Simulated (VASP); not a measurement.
Set up this calculation in VASP 6.6.1, as the native input.

* Task: single point
* Functional: PBE
* Potentials or basis: VASP PAW PBE potentials, release 64 (Hf_pv, S)
* Cutoff: 500 eV
* k mesh: 6 × 6 × 2
* Occupations: gaussian, width 0.01 eV
* Spin: no spin polarisation
* Dipole correction: no
* Further INCAR settings: ALGO = Normal; EDIFF = 1e-06; NBANDS = 18

The structure of HfS2 lies in POSCAR:

```
HfS2
1.0
    3.5939929989      0.0000000000      0.0000000000
   -1.7969964994      3.1124892381      0.0000000000
    0.0000000000      0.0000000000      5.9077499414
Hf S
1 2
Direct
    0.0000000000      0.0000000000      0.0000000000
    0.3333333333      0.6666666667      0.2461223942
    0.6666666667      0.3333333333      0.7538776058
```

This cell differs from its parent crystal: epitaxial xy strain -1.0%.

These files were run (other wordings do the same):

INCAR

```
PREC     = Accurate       # precision mode
ENCUT    = 500            # plane-wave cutoff, eV
EDIFF    = 1E-6           # SCF threshold, eV
ISMEAR   = 0              # smearing method
SIGMA    = 0.01           # smearing width, eV
LREAL    = False          # projectors in reciprocal space
LASPH    = True           # aspherical terms in the spheres
NELM     = 120            # most SCF steps
ALGO     = Normal         # electronic algorithm
ISIF     = 2              # what is computed and relaxed
LWAVE    = False          # write WAVECAR
LCHARG   = False          # write CHGCAR
GGA      = PE             # functional
NBANDS   = 18             # bands
GGA_COMPAT= False
```

KPOINTS

```
regular mesh
0
Gamma
  6 6 2
```

Potentials or basis: VASP PAW PBE potentials, release 64 (Hf_pv, S).

The run is started by

```bash
$ cat potpaw_PBE.64/Hf_pv/POTCAR potpaw_PBE.64/S/POTCAR > POTCAR
$ mpirun -np 1 vasp_std > vasp.out
```

It gave:

```yaml
Pressure: 2.9 GPa
Largest_force: 0.051 eV/Å
Band_gap_on_the_k_mesh: 1.02 eV (least direct gap 1.91 eV)
```

Caveat: the k points lie up to 0.53 Å⁻¹ apart; the cell differs from its parent crystal (epitaxial xy strain -1.0%); spin-orbit coupling is left out, which moves the levels of the heavy elements; this functional lacks dispersion, which binds the layers, so the pressure and a relaxed spacing across them are unreliable.

Run time: 25 s on 1 thread of Intel Xeon 8259CL, on a shared host, peak memory 0.18 GiB.
